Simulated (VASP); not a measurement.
Runs of VASP 6.6.1 on Ru. The structure is that of space group Fd-3m (No. 227), or close to it. The cells are those of the table. 

```csv
cell,gap on the mesh (eV),pressure (GPa)
"a = 3.736 Å, angles 60.0°, 2 atoms",none,9.7
"a = 3.787 Å, angles 60.0°, 2 atoms",none,(a)
"a = 3.933 Å, angles 60.0°, 2 atoms",none,(b)
"a = 3.629 Å, angles 60.0°, 2 atoms",none,35.0
"a = 3.886 Å, angles 60.0°, 2 atoms",none,-11.8
```

Alike in all rows: task single point; level LDA; potentials or basis VASP PAW LDA potentials, release 64 (Ru_pv); no spin polarisation; k mesh 11 × 11 × 11; cutoff (eV) 520; smearing fermi-dirac 0.1 eV.

Question: Estimate the missing entries.

Answer: (a) 0.9; (b) -16.3.

A k mesh can miss the band edges, and the runs leave out spin-orbit coupling on Ru.

A gap of «none» marks levels without a gap at the run's occupations.
